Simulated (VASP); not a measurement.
Wanted: the native input for a VASP 6.6.1 run.

```
Task                   : single point
Functional             : PBE
Potentials or basis    : VASP PAW PBE potentials, release 64 (Sn_d, P)
Cutoff                 : 520 eV
k mesh                 : 10 × 10 × 10
Occupations            : gaussian, width 0.1 eV
Spin                   : no spin polarisation
Dipole correction      : no
Further INCAR settings : ALGO = Fast; EDIFF = 1e-06; NBANDS = 25
```

The structure of SnP4 lies in POSCAR:

```
SnP4
1.0
   -3.4484368019      3.4484368019      2.1568294126
    3.4484368019     -3.4484368019      2.1568294126
    3.4484368019      3.4484368019     -2.1568294126
Sn P
1 4
Direct
    0.0000000000      0.0000000000      0.0000000000
    0.4098021026      0.8700661808      0.2798682834
    0.5901978974      0.1299338192      0.7201317166
    0.1299338192      0.4098021026      0.5397359218
    0.8700661808      0.5901978974      0.4602640782
```

The cell was generated, and may not be a known phase.

One way to write it, as run:

INCAR

```
SYSTEM = SnP4
ALGO = Fast ; EDIFF = 1E-6
ENCUT = 520 ; GGA = PE
ISIF = 2 ; ISMEAR = 0
LASPH = .True. ; LCHARG = .False.
LREAL = .False. ; LWAVE = .False.
NBANDS = 25 ; NELM = 100
PREC = Accurate ; SIGMA = 0.1
```

KPOINTS

```
k-points
0
Gamma
  10 10 10
  0 0 0
```

Potentials or basis: VASP PAW PBE potentials, release 64 (Sn_d, P).

Command:

```console
$ cat potpaw_PBE.64/Sn_d/POTCAR potpaw_PBE.64/P/POTCAR > POTCAR
$ mpirun -np 1 vasp_std > vasp.out
```

It gave:

```json
{
 "Pressure": "-0.2 GPa",
 "Largest force": "0.055 eV/Å",
 "Band gap on the k mesh": "zero (bands 17 and 18 overlap by 2.46 eV)"
}
```

Caveat: spin-orbit coupling is left out, which moves the levels of the heavy elements.

Wall time 11 min on 1 thread of Oxide Virtual Turin-like Processor (shared host), peak memory 0.42 GiB.
